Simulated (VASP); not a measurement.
A run of VASP 6.6.1 is set up as follows.

Contents of INCAR:

```
  PREC = Accurate
  ENCUT = 520
  EDIFF = 1E-6
  ISMEAR = 0
  SIGMA = 0.05
  LREAL = False
  LASPH = True
  NELM = 80
  ALGO = Normal
  ISIF = 2
  LWAVE = False
  LCHARG = True
  GGA = PS
  LELF = True
  LVHAR = True
  NBANDS = 16
```

File KPOINTS:

```
Automatic mesh
0
Gamma
  17 17 9
```

File POSCAR:

```
Ir
1.0
    2.7184535083      0.0000000029      0.0000000000
   -1.3592267566      2.3542497957      0.0000000000
    0.0000000000      0.0000000000      4.4088919754
Ir
2
Direct
    0.6666666667      0.3333333333      0.7500000000
    0.3333333333      0.6666666667      0.2500000000
```

Potentials or basis: VASP PAW PBE potentials, release 64 (Ir).

Launch:

```sh
$ cat potpaw_PBE.64/Ir/POTCAR > POTCAR
$ mpirun -np 1 vasp_std > vasp.out
```

**Question.** Predict the pressure.

**Answer.** 1.0 GPa.

**Question.** What does it give for the band gap on the k mesh?

**Answer.** Zero (bands 9 and 10 overlap by 3.33 eV).

Stress tensor (GPa, compression positive):
```
1.23 0.00 0.00
0.00 1.23 0.00
0.00 0.00 0.56
```

Caveat: the PAW data sets were made with another functional, which shifts forces and pressure a little; spin-orbit coupling is left out, which moves the levels of the heavy elements.
